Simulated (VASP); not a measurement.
# K8Zn8F23 (a cell with a defect) in VASP: single point with PBEsol

Aim: the single point of K8Zn8F23 (a cell with a defect) with PBEsol.

Program: VASP 6.6.1. These are calculated values, not measurements. Logs are shortened: lines on timing, memory, paths and dates and some standing lists are left out, and cuts for length are marked.

### Step 1. The cell of the first run

The cell holds a defect, 39 atoms: a = 8.105 Å, b = 8.105 Å, c = 8.105 Å, α = 90.00°, β = 90.00°, γ = 90.00°.

### Step 2. Single point, PBEsol, collinear spin

The input, INCAR:

```
SYSTEM = K8Zn8F23
PREC = Accurate ; ENCUT = 520
EDIFF = 1E-6 ; ISMEAR = -1
SIGMA = 0.05 ; LREAL = Auto
LASPH = .TRUE. ; NELM = 200
ALGO = Normal ; ISIF = 2
LWAVE = .FALSE. ; LCHARG = .FALSE.
ISPIN = 2 ; MAGMOM = 0 0 0 0 0 0 0 0 1 1 0 0 0 0 0 0 0 0 0 0 0 0 0 0 0 0 0 0 0 0 0 0 0 0 0 0 0 0 0
LORBIT = 11 ; GGA = PS
NELECT = 328.0 ; ISYM = 0
NBANDS = 194 ; GGA_COMPAT = .FALSE.
```

The input, KPOINTS:

```
Automatic mesh
0
Gamma
  1 1 1
  0.25 0.25 0.25
```

The input, POSCAR:

```
K8Zn8F23
1.0
    8.1045260000      0.0000000000      0.0000000000
    0.0000000000      8.1045260000      0.0000000000
    0.0000000000      0.0000000000      8.1045260000
K Zn F
8 8 23
Direct
    0.9944200000      0.9950910000      0.0003920000
    0.9906280000      0.9912470000      0.5003640000
    0.9944790000      0.5052070000      0.0003710000
    0.9907340000      0.5089710000      0.5004150000
    0.5045660000      0.9952410000      0.0003710000
    0.5083280000      0.9913680000      0.5004020000
    0.5044760000      0.5052600000      0.0005120000
    0.5083510000      0.5089650000      0.5005330000
    0.2494780000      0.2501290000      0.2394500000
    0.2494120000      0.2500460000      0.7613190000
    0.2495290000      0.7502010000      0.2526110000
    0.2495050000      0.7501740000      0.7480840000
    0.7494900000      0.2501580000      0.2527250000
    0.7494770000      0.2501470000      0.7481770000
    0.7495120000      0.7501390000      0.2492660000
    0.7494910000      0.7501390000      0.7515590000
    0.2492930000      0.2494630000      0.0003650000
    0.2496380000      0.7503800000      0.0003100000
    0.2493630000      0.7497540000      0.5003630000
    0.7495210000      0.2501490000      0.0004660000
    0.7493260000      0.2501930000      0.5004150000
    0.7492910000      0.7501450000      0.0004100000
    0.7495380000      0.7501020000      0.5004040000
    0.0071860000      0.2501950000      0.2694380000
    0.0069800000      0.2501050000      0.7317040000
    0.0009710000      0.7501790000      0.2478650000
    0.0009360000      0.7500450000      0.7528480000
    0.4918690000      0.2502350000      0.2689090000
    0.4918230000      0.2500310000      0.7317330000
    0.4980700000      0.7502050000      0.2481270000
    0.4980330000      0.7501850000      0.7525990000
    0.2495100000      0.0077720000      0.2694070000
    0.2493220000      0.0077190000      0.7313300000
    0.2496230000      0.4926000000      0.2685420000
    0.2494590000      0.4924000000      0.7317750000
    0.7495730000      0.0015920000      0.2481410000
    0.7495130000      0.0015840000      0.7527990000
    0.7496070000      0.4987030000      0.2480350000
    0.7494200000      0.4986980000      0.7527520000
```

Potentials or basis: VASP PAW PBE potentials, release 64 (K_sv, Zn, F).

On the command line:

```sh
cat potpaw_PBE.64/K_sv/POTCAR potpaw_PBE.64/Zn/POTCAR potpaw_PBE.64/F/POTCAR > POTCAR
mpirun -np 1 vasp_std > vasp.out
```

OUTCAR:

```text
SYSTEM = K8Zn8F23
   PREC = Accurate
   ENCUT = 520
   EDIFF = 1E-6
   ISMEAR = -1
   LREAL = Auto
   LASPH = .TRUE.
   NELM = 200
   ISIF = 2
   ISPIN = 2
   LORBIT = 11
   GGA = PS
   NELECT = 328.0
   ISYM = 0

 ion  position               nearest neighbor table
   1  0.994  0.995  0.000-  22 2.81  26 2.82  37 2.82  27 2.82  36 2.82
   2  0.991  0.991  0.500-  23 2.76  33 2.81  32 2.81  24 2.82  25 2.82  36 2.83  37 2.83  26 2.83
                            27 2.83
   3  0.994  0.505  0.000-  22 2.81  27 2.82  26 2.82  38 2.82  39 2.82
   4  0.991  0.509  0.500-  23 2.76  24 2.81  35 2.82  25 2.82  34 2.82  27 2.83  38 2.83  39 2.83
                            26 2.83
   5  0.505  0.995  0.000-  22 2.81  37 2.82  36 2.82  30 2.82  31 2.82
   6  0.508  0.991  0.500-  23 2.76  32 2.81  33 2.82  29 2.82  28 2.82  31 2.83  30 2.83  36 2.83
                            37 2.83
   7  0.504  0.505  0.001-  22 2.81  30 2.82  38 2.82  39 2.82  31 2.82
   8  0.508  0.509  0.501-  23 2.76  35 2.82  29 2.82  28 2.82  34 2.82  31 2.83  39 2.83  30 2.83
                            38 2.83
   9  0.249  0.250  0.239-  17 1.94  24 1.98  28 1.98  32 1.98  34 1.98
  10  0.249  0.250  0.761-  17 1.94  35 1.98  33 1.98  29 1.98  25 1.98
  11  0.250  0.750  0.253-  19 2.01  30 2.01  26 2.01  18 2.04  34 2.09  32 2.09
  12  0.250  0.750  0.748-  19 2.01  31 2.01  27 2.01  18 2.04  33 2.09  35 2.09
  13  0.749  0.250  0.253-  21 2.01  38 2.01  36 2.01  20 2.04  28 2.09  24 2.09
[... 12 lines left out ...]
  26  0.001  0.750  0.248-  11 2.01  15 2.04   1 2.82   3 2.82   2 2.83   4 2.83
  27  0.001  0.750  0.753-  12 2.01  16 2.04   3 2.82   1 2.82   4 2.83   2 2.83
  28  0.492  0.250  0.269-   9 1.98  13 2.09   8 2.82   6 2.82
  29  0.492  0.250  0.732-  10 1.98  14 2.09   6 2.82   8 2.82
  30  0.498  0.750  0.248-  11 2.01  15 2.04   7 2.82   5 2.82   6 2.83   8 2.83
  31  0.498  0.750  0.753-  12 2.01  16 2.04   5 2.82   7 2.82   8 2.83   6 2.83
  32  0.250  0.008  0.269-   9 1.98  11 2.09   6 2.81   2 2.81
  33  0.249  0.008  0.731-  10 1.98  12 2.09   2 2.81   6 2.82
  34  0.250  0.493  0.269-   9 1.98  11 2.09   8 2.82   4 2.82
  35  0.249  0.492  0.732-  10 1.98  12 2.09   4 2.82   8 2.82
  36  0.750  0.002  0.248-  13 2.01  15 2.04   1 2.82   5 2.82   2 2.83   6 2.83
  37  0.750  0.002  0.753-  14 2.01  16 2.04   1 2.82   5 2.82   2 2.83   6 2.83
  38  0.750  0.499  0.248-  13 2.01  15 2.04   3 2.82   7 2.82   4 2.83   8 2.83
  39  0.749  0.499  0.753-  14 2.01  16 2.04   3 2.82   7 2.82   8 2.83   4 2.83

IMPORTANT INFORMATION: All symmetrisations will be switched off!
NOSYMM: (Re-)initialisation of all symmetry stuff for point group C_1.

----------------------------------------------------------------------------------------

                                     Primitive cell

  volume of cell :     532.3324

  direct lattice vectors                    reciprocal lattice vectors
     8.104526000  0.000000000  0.000000000     0.123387845  0.000000000  0.000000000
     0.000000000  8.104526000  0.000000000     0.000000000  0.123387845  0.000000000
     0.000000000  0.000000000  8.104526000     0.000000000  0.000000000  0.123387845

  length of vectors
     8.104526000  8.104526000  8.104526000     0.123387845  0.123387845  0.123387845

  position of ions in fractional coordinates (direct lattice)
     0.994420000  0.995091000  0.000392000
     0.990628000  0.991247000  0.500364000
     0.994479000  0.505207000  0.000371000
     0.990734000  0.508971000  0.500415000
     0.504566000  0.995241000  0.000371000
     0.508328000  0.991368000  0.500402000
[... 31 lines left out ...]
     0.749607000  0.498703000  0.248035000
     0.749420000  0.498698000  0.752752000

  ion indices of the primitive-cell ions
   primitive index   ion index
                 1           1
                 2           2
                 3           3
                 4           4
                 5           5
                 6           6
[... 31 lines left out ...]
                38          38
                39          39

----------------------------------------------------------------------------------------

 KPOINTS: Automatic mesh

Automatic generation of k-mesh.
 Grid dimensions read from file:
 generate k-points for:    1    1    1

 Generating k-lattice:

  Cartesian coordinates                     Fractional coordinates (reciprocal lattice)
     0.123387845  0.000000000  0.000000000     1.000000000  0.000000000  0.000000000
     0.000000000  0.123387845  0.000000000     0.000000000  1.000000000  0.000000000
     0.000000000  0.000000000  0.123387845     0.000000000  0.000000000  1.000000000

  Length of vectors
     0.123387845  0.123387845  0.123387845

  Shift w.r.t. Gamma in fractional coordinates (k-lattice)
     0.250000000  0.250000000  0.250000000

 Subroutine IBZKPT returns following result:
 ===========================================

 Found      4 irreducible k-points:

 Following reciprocal coordinates:
            Coordinates               Weight
  0.250000  0.250000  0.250000      2.000000
 -0.250000  0.250000  0.250000      2.000000
 -0.250000 -0.250000  0.250000      2.000000
  0.250000 -0.250000  0.250000      2.000000
   k-points           NKPTS =      4   k-points in BZ     NKDIM =      4   number of bands    NBANDS=    194
   number of dos      NEDOS =    301   number of ions     NIONS =     39
   total plane-waves  NPLWV = 216000
   dimension x,y,z NGX =    60 NGY =   60 NGZ =   60
   dimension x,y,z NGXF=   120 NGYF=  120 NGZF=  120
   ions per type =               8   8  23
   NGX,Y,Z   is equivalent  to a cutoff of  12.31, 12.31, 12.31 a.u.
   NGXF,Y,Z  is equivalent  to a cutoff of  24.62, 24.62, 24.62 a.u.
 SYSTEM =  K8Zn8F23
   PREC   = accura    normal or accurate (medium, high low for compatibility)
   ISTART =      0    job   : 0-new  1-cont  2-samecut
   ICHARG =      2    charge: 1-file 2-atom 10-const
   ISPIN  =      2    spin polarized calculation?
   LNONCOLLINEAR =      F non collinear calculations
   LSORBIT =      F    spin-orbit coupling
   LASPH  =      T    aspherical Exc in radial PAW
   ENCUT  =  520.0 eV  38.22 Ry    6.18 a.u.  15.07 15.07 15.07*2*pi/ulx,y,z
   NELM   =    200;   NELMIN=  2; NELMDL= -5     # of ELM steps
   EDIFF  = 0.1E-05   stopping-criterion for ELM
   LREAL  =      T    real-space projection
   EDIFFG = 0.1E-04   stopping-criterion for IOM
   NSW    =      0    number of steps for IOM
   IBRION =     -1    ionic relax: 0-MD 1-quasi-New 2-CG
   NFREE  =      0    steps in history (QN), initial steepest desc. (CG)
   ISIF   =      2    stress and relaxation
   ISYM   =      0    0-nonsym 1-usesym 2-fastsym
   POTIM  = 0.5000    time-step for ionic-motion
   TEBEG  =    0.0;   TEEND  =   0.0 temperature during run
   PSTRESS=    0.0 pullay stress
   NELECT =     328.0000    total number of electrons
   NUPDOWN=      -1.0000    fix difference up-down
   EMIN   =  10.00;   EMAX   =-10.00  energy-range for DOS
   EFERMI =   0.00;   METHOD = LEGACY
   ISMEAR =    -1;   SIGMA  =   0.05  broadening in eV -4-tet -1-fermi 0-gaus
   EFERMI_NEDOS =   21; number of points for ismear=-14 and -15
   IALGO  =     38    algorithm
   IMIX   =      4    mixing-type and parameters
     AMIX     =   0.40;   BMIX     =  1.00
     AMIX_MAG =   1.60;   BMIX_MAG =  1.00
  volume/ion in A,a.u.               =      13.65        92.11
  Fermi-wavevector in a.u.,A,eV,Ry     =   1.393066  2.632514 26.403929  1.940634
  Thomas-Fermi vector in A             =   2.516748
   LORBIT       =     11    0 simple, 1 ext, 2 COOP (PROOUT), +10 PAW based schemes
   GGA     = PS    functional components
   LHFCALC =     F    Hartree Fock is set to
   AEXX    =    0.0000 exact exchange contribution
   IVDW    =     0    specifies the selected vdW correction
   LEPSILON=     F    determine dielectric tensor
   LRPA    =     F    only Hartree local field effects (RPA)
 spin polarized calculation
  energy-cutoff  :      520.00
  volume of cell :      532.33
 maximum number of plane-waves:     14330
   NGX = 31   NGY = 31   NGZ = 31

 number of electron     327.9999901 magnetization      -0.0001364

 number of electron     327.9999901 magnetization       0.0000355

 Free energy of the ion-electron system (eV)
  ---------------------------------------------------
  ext. energy  EPLUGINS =         0.00000000
  ---------------------------------------------------
  free energy    TOTEN  =      -165.87545786 eV

  energy without entropy =     -165.87545786  energy(sigma->0) =     -165.87545786

 E-fermi :  -0.0389     XC(G=0):  -9.9708

 val. band max:       -1.2955089105   @ k =   0.2500  -0.2500   0.2500
 cond. band min:       3.0065257416   @ k =  -0.2500  -0.2500   0.2500
 fundamental gap:      4.3020346521
 Fermi energy:        -0.0388655061

 spin component 1

 k-point     1 :       0.2500    0.2500    0.2500
  band No.  band energies     occupation
      1     -27.8288      1.00000
      2     -27.8149      1.00000
      3     -27.8146      1.00000
      4     -27.8038      1.00000
      5     -27.6484      1.00000
      6     -27.6329      1.00000
[... 705 lines left out ...]
    175       7.6570      0.00000
    176       7.8597      0.00000
 Fermi energy:        -0.0388655061

 spin component 2

 k-point     1 :       0.2500    0.2500    0.2500
  band No.  band energies     occupation
      1     -27.8288      1.00000
      2     -27.8149      1.00000
      3     -27.8146      1.00000
      4     -27.8038      1.00000
      5     -27.6484      1.00000
      6     -27.6329      1.00000
[... 705 lines left out ...]
    175       7.6570      0.00000
    176       7.8597      0.00000
 [bands above 176 left out]

------------------------ aborting loop because EDIFF is reached ----------------------------------------

  FORCE on cell =-STRESS in cart. coord.  units (eV):
  Direction    XX          YY          ZZ          XY          YZ          ZX
  --------------------------------------------------------------------------------------
  -------------------------------------------------------------------------------------
  Total       -6.2554317     -6.2681553     -3.9924927     -0.0016371     -0.0017111     -0.0136941
  in kB      -18.8271686    -18.8654631    -12.0163301     -0.0049272     -0.0051499     -0.0412155
  external PRESSURE =     -16.5696539 kB  Pullay stress =       0.0000000 kB

 VOLUME and BASIS-vectors are now :
 -----------------------------------------------------------------------------
  energy-cutoff  :      520.00
  volume of cell :      532.33
      direct lattice vectors                 reciprocal lattice vectors
     8.104526000  0.000000000  0.000000000     0.123387845  0.000000000  0.000000000
     0.000000000  8.104526000  0.000000000     0.000000000  0.123387845  0.000000000
     0.000000000  0.000000000  8.104526000     0.000000000  0.000000000  0.123387845

 POSITION                                       TOTAL-FORCE (eV/Angst)
 -----------------------------------------------------------------------------------
      8.05930      8.06474      0.00318        -0.000465      0.001711     -0.000372
      8.02857      8.03359      4.05521         0.007301      0.005034     -0.000173
      8.05978      4.09446      0.00301        -0.000063     -0.000286     -0.001307
      8.02943      4.12497      4.05563         0.005699     -0.004787     -0.003221
      4.08927      8.06596      0.00301        -0.000359     -0.003068      0.002178
      4.11976      8.03457      4.05552        -0.001802      0.000879      0.001203
[... 31 lines left out ...]
      6.07521      4.04175      2.01021        -0.000282      0.006243     -0.004353
      6.07369      4.04171      6.10070        -0.000946      0.007354      0.006987
 -----------------------------------------------------------------------------------
    total drift:                                0.015016     -0.007570     -0.013317

  FREE ENERGIE OF THE ION-ELECTRON SYSTEM (eV)
  ---------------------------------------------------
  free  energy   TOTEN  =      -165.8754578630 eV

  energy  without entropy=     -165.8754578630  energy(sigma->0) =     -165.87545786

 total charge

# of ion       s       p       d       tot
------------------------------------------
    1        1.952   5.570   0.022   7.544
    2        1.953   5.573   0.025   7.551
    3        1.952   5.570   0.022   7.544
    4        1.953   5.573   0.024   7.551
    5        1.952   5.570   0.022   7.544
    6        1.953   5.573   0.025   7.551
[... 31 lines left out ...]
   38        1.731   4.346   0.000   6.076
   39        1.731   4.346   0.000   6.076
--------------------------------------------------
tot         58.217 147.475  79.716 285.408

 magnetization (x)

# of ion       s       p       d       tot
------------------------------------------
    1        0.000   0.000  -0.000   0.000
    2        0.000   0.000  -0.000   0.000
    3        0.000   0.000  -0.000   0.000
    4        0.000   0.000  -0.000   0.000
    5        0.000   0.000  -0.000   0.000
    6        0.000   0.000  -0.000   0.000
[... 31 lines left out ...]
   38       -0.000   0.000   0.000   0.000
   39       -0.000   0.000   0.000   0.000
--------------------------------------------------
tot         -0.000   0.000  -0.000   0.000
```

It took 27 min on 1 thread of Intel Xeon Platinum 8259CL at 2.50GHz (Skylake/Cascade Lake), shared host; peak memory 0.98 GiB.

What came out:

| Property | Result |
| --- | --- |
| Free energy | -165.8755 eV |
| Largest force | 0.045 eV/Å |
| Net moment | 0.00 μB per cell |
| Valence electrons inside the program's atomic spheres | K 7.54, 7.55 (each value once); Zn 10.72, 10.64, 10.66 (each value once); F 6.09, 6.07, 6.08 (each value once) |

Forces on the atoms (eV/Å):
```
K    0.000  0.002  0.000
K    0.007  0.005  0.000
K    0.000  0.000 -0.001
K    0.006 -0.005 -0.003
K    0.000 -0.003  0.002
K   -0.002  0.001  0.001
K   -0.001  0.000  0.000
K   -0.003 -0.008 -0.007
Zn   0.001  0.001  0.044
Zn   0.000  0.001 -0.045
Zn   0.000  0.000 -0.013
Zn  -0.001 -0.002  0.014
Zn   0.002  0.000 -0.015
Zn  -0.001  0.000  0.014
Zn   0.001  0.000  0.012
Zn   0.000  0.000 -0.012
F    0.001  0.002  0.001
F   -0.001  0.000  0.001
F    0.002  0.002 -0.001
F    0.000  0.000  0.000
F    0.001  0.000  0.001
F    0.004  0.000 -0.001
F    0.000  0.000  0.001
F   -0.036  0.002  0.008
F   -0.034  0.001 -0.009
F   -0.007  0.001 -0.004
F   -0.007  0.001  0.008
F    0.034  0.000  0.010
F    0.035  0.001 -0.009
F    0.005 -0.001 -0.004
F    0.006  0.000  0.004
F   -0.001 -0.037  0.010
F    0.001 -0.033 -0.011
F   -0.003  0.032  0.012
F   -0.001  0.036 -0.009
F   -0.001 -0.005 -0.006
F   -0.002 -0.007  0.005
F    0.000  0.006 -0.004
F   -0.001  0.007  0.007
```

Levels at points of the mesh, in eV from the Fermi level:
Spin up:
| k point | band 162 | band 163 | band 164 | band 165 | band 166 | band 167 |
| --- | --- | --- | --- | --- | --- | --- |
| (0.25, 0.25, 0.25) | -1.35 | -1.28 | -1.26 | 3.05 | 4.29 | 4.80 |
Spin down:
```tsv
k point	band 161	band 162	band 163	band 164	band 165	band 166	band 167	band 168
(0.25, 0.25, 0.25)	-1.40	-1.35	-1.28	-1.26	3.05	4.29	4.80	5.00
```

Caveat: the cell carries a net charge on a neutralising background, which shifts energy and pressure; the cell is charged against a uniform background, so pressure and absolute levels hang on convention; the PAW data sets were made with another functional, which shifts forces and pressure a little.
